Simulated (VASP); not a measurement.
TiSi3W: single point with PBE

Crystal: TiSi3W.

```
Ti Si W
1.0
     4.96667    0.00000    0.00000
    -2.48333    4.30126    0.00000
     0.00000    0.00000    4.66846
Ti Si W
1 3 1
Direct
  0.00000 0.00000 0.50000
  0.50000 0.00000 0.50000
  0.00000 0.50000 0.50000
  0.50000 0.50000 0.50000
  0.00000 0.00000 0.00000
```

The cell was generated, and may not be a known phase.

```yaml
Program: VASP 6.6.1
Task: single point
Functional: PBE
Potentials_or_basis: VASP PAW PBE potentials, release 64 (Ti_sv, Si, W_sv)
Cutoff: 520 eV
k_mesh: 12 × 12 × 8
Occupations: gaussian, width 0.1 eV
Spin: no spin polarisation
```

| Property | Result |
| --- | --- |
| Pressure | 0.1 GPa |
| Band gap on the k mesh | zero (bands 19 and 20 overlap by 1.21 eV) |

Stress tensor (GPa, compression positive):
```
-0.13  0.00  0.00
 0.00 -0.13  0.00
 0.00  0.00  0.46
```

Levels at points of the mesh, in eV from the Fermi level:
| k point | band 15 | band 16 | band 17 | band 18 | band 19 | band 20 | band 21 | band 22 | band 23 | band 24 |
| --- | --- | --- | --- | --- | --- | --- | --- | --- | --- | --- |
| (0.00, 0.00, 0.00) | -3.36 | -3.18 | -2.68 | -2.68 | -1.47 | 0.34 | 0.34 | 1.72 | 2.51 | 2.51 |
| (0.50, 0.00, 0.00) | -2.94 | -2.60 | -0.92 | -0.59 | 0.44 | 0.76 | 0.77 | 1.10 | 1.13 | 2.14 |
| (0.00, 0.00, 0.50) | -3.84 | -1.04 | -1.04 | -0.32 | -0.32 | 0.15 | 1.01 | 1.01 | 1.24 | 2.08 |
| (0.50, 0.00, 0.50) | -2.28 | -1.23 | -0.67 | -0.56 | 0.06 | 0.08 | 0.34 | 0.83 | 1.40 | 1.78 |

It took 3.6 min on 1 thread of AMD EPYC 7R13 Processor (Zen 3), on a shared host, peak memory 0.37 GiB.

Caveat: spin-orbit coupling is left out, which moves the levels of the heavy elements.
